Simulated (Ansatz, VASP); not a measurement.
**One calculation of Al6H, two programs**

INCAR

```
  PREC = Accurate
  ENCUT = 520
  EDIFF = 1E-7
  ISMEAR = 0
  SIGMA = 0.1
  LREAL = F
  LASPH = T
  NELM = 60
  ALGO = Normal
  ISIF = 2
  LWAVE = F
  LCHARG = F
  LDIPOL = T
  IDIPOL = 3
  DIPOL = 0.5 0.5 0.310
  GGA = PE
  NBANDS = 32
```

File KPOINTS:

```
Automatic mesh
0
Gamma
  6 6 1
```

POSCAR

```
Al6H
1.0
    5.7143028096      0.0000000000      0.0000000000
   -2.8571514048      4.9487313980      0.0000000000
    0.0000000000      0.0000000000     22.6016424997
Al H
12 2
Direct
    0.3333333333      0.1666666667      0.1769782882
    0.3333333333      0.6666666667      0.1769782882
    0.8333333333      0.1666666667      0.1769782882
    0.8333333333      0.6666666667      0.1769782882
    0.1666666667      0.3333333333      0.2787817902
    0.1666666667      0.8333333333      0.2787817902
    0.6666666667      0.3333333333      0.2787817902
    0.6666666667      0.8333333333      0.2787817902
    0.0000000000      0.0000000000      0.3805759913
    0.0000000000      0.5000000000      0.3805759913
    0.5000000000      0.0000000000      0.3805759913
    0.5000000000      0.5000000000      0.3805759913
    0.2677085297      0.1666666667      0.4956118786
    0.3989581370      0.1666666667      0.4956118786
```

Input for Ansatz:

```yaml
crystal:
  lattice:
    - [5.7143028096, 0.0, 0.0]
    - [-2.8571514048, 4.948731398, 0.0]
    - [0.0, 0.0, 22.6016424997]
  atoms:
    - { symbol: Al, position: [0.3333333333, 0.1666666667, 0.1769782882] }
    - { symbol: Al, position: [0.3333333333, 0.6666666667, 0.1769782882] }
    - { symbol: Al, position: [0.8333333333, 0.1666666667, 0.1769782882] }
    - { symbol: Al, position: [0.8333333333, 0.6666666667, 0.1769782882] }
    - { symbol: Al, position: [0.1666666667, 0.3333333333, 0.2787817902] }
    - { symbol: Al, position: [0.1666666667, 0.8333333333, 0.2787817902] }
    - { symbol: Al, position: [0.6666666667, 0.3333333333, 0.2787817902] }
    - { symbol: Al, position: [0.6666666667, 0.8333333333, 0.2787817902] }
    - { symbol: Al, position: [0.0, 0.0, 0.3805759913] }
    - { symbol: Al, position: [0.0, 0.5, 0.3805759913] }
    - { symbol: Al, position: [0.5, 0.0, 0.3805759913] }
    - { symbol: Al, position: [0.5, 0.5, 0.3805759913] }
    - { symbol: H, position: [0.2677085297, 0.1666666667, 0.4956118786] }
    - { symbol: H, position: [0.398958137, 0.1666666667, 0.4956118786] }
basis:
  ecutwfc: 420
kpoints:
  mp_grid: { grid: [6, 6, 1] }
hamiltonian:
  xc: pbe
scf:
  occupations: { method: gaussian, width: 0.1 }
output:
  forces: true
  eigenvalues: true
efield:
  axis: 3
  dipole_correction: true
  ramp_width: 0.04
```

Alike in both runs: task single point; functional PBE; k mesh 6 × 6 × 1; occupations gaussian, width 0.1 eV; no spin polarisation.

|  | VASP | Ansatz |
| --- | --- | --- |
| version | VASP 6.6.1 | Ansatz 0.2.0 |
| potentials or method | VASP PAW PBE potentials, release 64 (Al, H), cutoff 520 eV | scalar-relativistic, plane waves, PAW |
| valence electrons in the cell | 38 | 38 |

|  | VASP | Ansatz | Ansatz less VASP |
| --- | --- | --- | --- |
| gap on the k mesh at the Fermi level (eV) | none | none | - |
| rms of the force components (eV/Å) | 0.058 | 0.059 | +0.0009 |

Atom by atom the forces differ by 0.003 eV/Å (rms over components). A gap of «none» marks a metal or a gap that the smearing closes.
